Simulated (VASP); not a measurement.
Wanted: the native input for a VASP 6.6.1 run.

```yaml
Task: single point
Functional: r2SCAN
Potentials_or_basis: VASP PAW PBE potentials, release 64 (Al, N)
Cutoff: 520 eV
k_mesh: 12 × 12 × 6
Occupations: gaussian, width 0.05 eV
Spin: no spin polarisation
Dipole_correction: no
Further_INCAR_settings: ALGO = Normal; EDIFF = 1e-07; NBANDS = 16
```

The system is AlN.

```
Al N
1.0
     3.11100    0.00000    0.00000
    -1.55550    2.69421    0.00000
     0.00000    0.00000    4.97800
Al N
2 2
Direct
  0.35895 0.68542 0.01015
  0.69228 0.35208 0.51015
  0.33333 0.66667 0.38500
  0.66667 0.33333 0.88500
```

This cell differs from its parent crystal: all Al atoms moved +0.087 Å, as atom 1 along Cartesian [1 1 1].

These files were run (other wordings do the same):

POSCAR

```
AlN
1.0
    3.1110021516      0.0000000000      0.0000000000
   -1.5555010758      2.6942068945      0.0000000000
    0.0000000000      0.0000000000      4.9780000000
Al N
2 2
Direct
    0.3589472067      0.6854173234      0.0101482822
    0.6922805401      0.3520839900      0.5101482822
    0.3333333333      0.6666666667      0.3850000000
    0.6666666667      0.3333333333      0.8850000000
```

INCAR.step1

```
ALGO     = Normal         # electronic algorithm
EDIFF    = 1E-4           # SCF threshold, eV
ENCUT    = 520            # plane-wave cutoff, eV
GGA      = PE             # functional
ISMEAR   = 0              # smearing method
LASPH    = T              # aspherical terms in the spheres
LCHARG   = F              # write CHGCAR
LREAL    = F              # projectors in reciprocal space
LWAVE    = T              # write WAVECAR
NBANDS   = 16             # bands
NELM     = 100            # most SCF steps
PREC     = Accurate       # precision mode
SIGMA    = 0.05           # smearing width, eV
```

INCAR.step2

```
ALGO     = Normal         # electronic algorithm
EDIFF    = 1E-7           # SCF threshold, eV
ENCUT    = 520            # plane-wave cutoff, eV
ISIF     = 2              # what is computed and relaxed
ISMEAR   = 0              # smearing method
ISTART   = 1            
LASPH    = T              # aspherical terms in the spheres
LCHARG   = F              # write CHGCAR
LMIXTAU  = T            
LREAL    = F              # projectors in reciprocal space
LWAVE    = F              # write WAVECAR
METAGGA  = R2SCAN         # meta-GGA
NBANDS   = 16             # bands
NELM     = 100            # most SCF steps
PREC     = Accurate       # precision mode
SIGMA    = 0.05           # smearing width, eV
```

KPOINTS

```
k-points
0
Gamma
  12 12 6
```

Potentials or basis: VASP PAW PBE potentials, release 64 (Al, N).

Command:

```console
$ cat potpaw_PBE.64/Al/POTCAR potpaw_PBE.64/N/POTCAR > POTCAR
$ cp INCAR.step1 INCAR
$ mpirun -np 1 vasp_std > vasp.out
$ cp INCAR.step2 INCAR
$ mpirun -np 1 vasp_std > vasp.out
```

It gave:

The pressure is -0.1 GPa. The largest force is 1.197 eV/Å and the band gap on the k mesh is 4.89 eV.

Caveat: the cell differs from its parent crystal (all Al atoms moved +0.087 Å, as atom 1 along Cartesian [1 1 1]); the PAW data sets were made with another functional, which shifts forces and pressure a little.

It took 21 min on 1 thread of AMD EPYC 9755 128-Core Processor (shared host), peak memory 0.32 GiB.
